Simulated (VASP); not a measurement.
# Zn5Ga3N3O5 (P1) in VASP: notebook, part 2 of 2

VASP 6.6.1.

## Step 4: Single point, LDA

Contents of INCAR:

```
SYSTEM = Zn5Ga3N3O5
PREC = Accurate
ENCUT = 520
EDIFF = 1E-7
ISMEAR = -1
SIGMA = 0.05
LREAL = Auto
LASPH = .True.
NELM = 60
ALGO = Normal
ISIF = 2
LWAVE = .False.
LCHARG = .True.
LELF = .True.
LVHAR = .True.
ISYM = 0
NBANDS = 86
```

Contents of KPOINTS:

```
Automatic mesh
0
Gamma
  1 1 1
  0.25 0.25 0.25
```

Contents of POSCAR:

```
Zn5Ga3N3O5
1.0
    6.4287110000      0.0000000000      0.0000000000
    0.0000000000      5.5674270000      0.0000000000
    0.0000000000      0.0000000000      5.2049820000
Ga Zn O N
3 5 5 3
Direct
    0.2628920000      0.1611890000      0.4592600000
    0.0082500000      0.6741600000      0.5167710000
    0.4723700000      0.3135360000      0.0017040000
    0.7463270000      0.1868780000      0.4918020000
    0.4571780000      0.6678520000      0.4816820000
    0.0051780000      0.3306840000      0.0300720000
    0.2212830000      0.8297140000      0.0271890000
    0.7531970000      0.8147230000      0.9937960000
    0.9835920000      0.3402650000      0.3909470000
    0.2652560000      0.8443870000      0.3736010000
    0.9884240000      0.6789170000      0.8640080000
    0.7553940000      0.1857900000      0.8640910000
    0.5086640000      0.6611080000      0.8532280000
    0.5191640000      0.3420930000      0.3726090000
    0.7490100000      0.8517170000      0.3860010000
    0.2444190000      0.1850050000      0.8607890000
```

Potentials or basis: VASP PAW LDA potentials, release 64 (Ga_d, Zn, O, N).

The run is started by

```sh
$ cat potpaw_LDA.64/Ga_d/POTCAR potpaw_LDA.64/Zn/POTCAR potpaw_LDA.64/O/POTCAR potpaw_LDA.64/N/POTCAR > POTCAR
$ mpirun -np 1 vasp_std > vasp.out
```

OUTCAR:

```text
SYSTEM = Zn5Ga3N3O5
   PREC = Accurate
   ENCUT = 520
   EDIFF = 1E-7
   ISMEAR = -1
   LREAL = Auto
   LASPH = .True.
   NELM = 60
   ISIF = 2
   ISYM = 0

 ion  position               nearest neighbor table
   1  0.263  0.161  0.459-  10 1.82  14 1.98   9 2.08  16 2.10   3 2.86   7 2.92   6 2.94
   2  0.008  0.674  0.517-  11 1.81   9 1.98  10 2.05  15 2.05   5 2.89
   3  0.472  0.314  0.002-  16 1.79  14 1.96  12 2.08  13 2.10   1 2.86
   4  0.746  0.187  0.492-  14 1.81   9 1.83  12 1.94  15 1.95   6 3.03
   5  0.457  0.668  0.482-  10 1.67  14 1.94  13 1.96  15 2.19   2 2.89   7 2.95
   6  0.005  0.331  0.030-   9 1.88  16 1.95  12 1.99  11 2.13   1 2.94   4 3.03
   7  0.221  0.830  0.027-  10 1.83  11 1.91  16 2.16  13 2.26   1 2.92   5 2.95   8 3.02
   8  0.753  0.815  0.994-  11 1.82  13 1.93  15 2.05  12 2.17   7 3.02
   9  0.984  0.340  0.391-   4 1.83   6 1.88   2 1.98   1 2.08
  10  0.265  0.844  0.374-   5 1.67   1 1.82   7 1.83   2 2.05
  11  0.988  0.679  0.864-   2 1.81   8 1.82   7 1.91   6 2.13
  12  0.755  0.186  0.864-   4 1.94   6 1.99   3 2.08   8 2.17
  13  0.509  0.661  0.853-   8 1.93   5 1.96   3 2.10   7 2.26
  14  0.519  0.342  0.373-   4 1.81   5 1.94   3 1.96   1 1.98
  15  0.749  0.852  0.386-   4 1.95   8 2.05   2 2.05   5 2.19
[... 163 lines left out ...]
      2     -16.3697      2.00000
      3     -16.1892      2.00000
      4     -14.1011      2.00000
      5     -13.8462      2.00000
      6     -12.1000      2.00000
[... 337 lines left out ...]
     83       9.9368      0.00000
     84      10.3137      0.00000
 [bands above 84 left out]

------------------------ aborting loop because EDIFF is reached ----------------------------------------

  FORCE on cell =-STRESS in cart. coord.  units (eV):
  Direction    XX          YY          ZZ          XY          YZ          ZX
  --------------------------------------------------------------------------------------
  -------------------------------------------------------------------------------------
  Total        2.1865922      0.0238281      2.1270741     -3.0631219     -0.0059593      3.2903966
  in kB       18.8053194      0.2049281     18.2934464    -26.3437255     -0.0512515     28.2983534
  external PRESSURE =      12.4345646 kB  Pullay stress =       0.0000000 kB

 VOLUME and BASIS-vectors are now :
 -----------------------------------------------------------------------------
  energy-cutoff  :      520.00
  volume of cell :      186.29
      direct lattice vectors                 reciprocal lattice vectors
     6.428711000  0.000000000  0.000000000     0.155552178  0.000000000  0.000000000
     0.000000000  5.567427000  0.000000000     0.000000000  0.179616185  0.000000000
     0.000000000  0.000000000  5.204982000     0.000000000  0.000000000  0.192123623

 POSITION                                       TOTAL-FORCE (eV/Angst)
 -----------------------------------------------------------------------------------
      1.69006      0.89741      2.39044         0.500442      2.865272      2.999760
      0.05304      3.75334      2.68978        -3.333731      0.742314     -1.581140
      3.03673      1.74559      0.00887         3.616113      1.600949     -0.285241
      4.79792      1.04043      2.55982        -0.405466     -2.374302      1.154410
      2.93907      3.71822      2.50715         6.464222     -2.997377      1.966149
      0.03329      1.84106      0.15652        -0.802587     -0.436989     -2.057646
[... 8 lines left out ...]
      4.81517      4.74187      2.00913         1.604234     -1.586484     -0.489687
      1.57130      1.03000      4.48039        -1.092234     -1.781386     -1.047623
 -----------------------------------------------------------------------------------
    total drift:                                0.009438     -0.009716     -0.004985

  FREE ENERGIE OF THE ION-ELECTRON SYSTEM (eV)
  ---------------------------------------------------
  free  energy   TOTEN  =       -89.4305238157 eV

  energy  without entropy=      -89.4305238056  energy(sigma->0) =      -89.43052381
```

OSZICAR:

```text
N       E                     dE             d eps       ncg     rms          rms(c)
DAV:   1     0.197717195159E+04    0.19772E+04   -0.62691E+04   716   0.278E+03
DAV:   2     0.390331433034E+03   -0.15868E+04   -0.15016E+04   688   0.785E+02
DAV:   3    -0.506572264675E+02   -0.44099E+03   -0.41787E+03   782   0.287E+02
[... 13 lines left out ...]
DAV:  17    -0.894305247718E+02    0.31636E-06   -0.36035E-05   808   0.538E-02    0.124E-02
DAV:  18    -0.894305244815E+02    0.29026E-06   -0.11919E-05  1184   0.345E-02    0.842E-03
DAV:  19    -0.894305240394E+02    0.44215E-06   -0.31765E-06   840   0.173E-02    0.547E-03
DAV:  20    -0.894305238780E+02    0.16139E-06   -0.76294E-07   840   0.907E-03    0.269E-03
DAV:  21    -0.894305238157E+02    0.62279E-07   -0.28207E-07   520   0.466E-03
   1 F= -.89430524E+02 E0= -.89430524E+02  d E =-.100545E-07
```

stdout:

```text
POSCAR found type information on POSCAR GaZnO N
 POSCAR found :  4 types and      16 ions
 scaLAPACK will be used
 LDA part: xc-table for (Slater(with rela. corr.)+CA(PZ))
 , standard interpolation
 POSCAR, INCAR and KPOINTS ok, starting setup
 FFT: planning ... GRIDC
 FFT: planning ... GRID_SOFT
 FFT: planning ... GRID
 WAVECAR not read
 entering main loop
```

It took 3.8 min on 1 thread of AMD EPYC 7R13, shared host; peak memory 0.23 GiB.

What came out:

```yaml
Free_energy: -89.4305 eV
Pressure: 1.2 GPa
Largest_force: 7.392 eV/Å
Band_gap_on_the_k_mesh: 1.95 eV, indirect (least direct gap 1.97 eV)
```

Forces in eV/Å, atoms in the order of the input:
```
Ga   0.500  2.865  3.000
Ga  -3.334  0.742 -1.581
Ga   3.616  1.601 -0.285
Zn  -0.405 -2.374  1.154
Zn   6.464 -2.997  1.966
Zn  -0.803 -0.437 -2.058
Zn   1.126  0.859 -3.247
Zn  -1.956  1.723  1.545
O    3.551  1.396  0.195
O   -4.690  1.761 -0.270
O    2.098 -1.256  0.177
O   -1.005  0.154  1.500
O   -1.635 -0.741  1.310
N   -4.039  0.074 -1.870
N    1.604 -1.586 -0.490
N   -1.092 -1.781 -1.048
```

Stress tensor (GPa, compression positive):
```
 1.88 -2.63  2.83
-2.63  0.02 -0.01
 2.83 -0.01  1.83
```

Levels at points of the mesh, in eV from the valence-band top:
```
           k point  band 70  band 71  band 72  band 73  band 74  band 75
(0.25, 0.25, 0.25)    -0.70    -0.34    -0.04     1.95     3.28     3.77
```

Caveat: the k points lie up to 1.21 Å⁻¹ apart; forces of over 1 eV/Å act on the atoms, so gaps and moduli don't describe the material at rest. A k mesh can miss the band edges.

## Step 5: Summary

```csv
level,potentials or basis,smearing,gap on the mesh (eV),pressure (GPa),largest force (eV/Å)
PBEsol,"VASP PAW PBE potentials, release 64 (Ga_d, Zn, O, N)",fermi-dirac 0.05 eV,1.95,6.2,7.49
PBEsol,"VASP PAW PBE potentials, release 64 (Ga_d, Zn, O, N)",methfessel-paxton 0.05 eV,1.96,6.2,7.49
LDA,"VASP PAW LDA potentials, release 64 (Ga_d, Zn, O, N)",fermi-dirac 0.05 eV,1.95,1.2,7.39
```

Alike in all rows: task single point; no spin polarisation; cell as given; k mesh 1 × 1 × 1, shifted; cutoff (eV) 520.

Caveats: all runs use coarse meshes; the PAW data sets were made with another functional, which shifts forces and pressure a little (some runs); forces of over 1 eV/Å act on the atoms, so gaps and moduli don't describe the material at rest (some runs).

Total energies depend on the potentials used, so only differences within one code and one set of settings carry meaning.
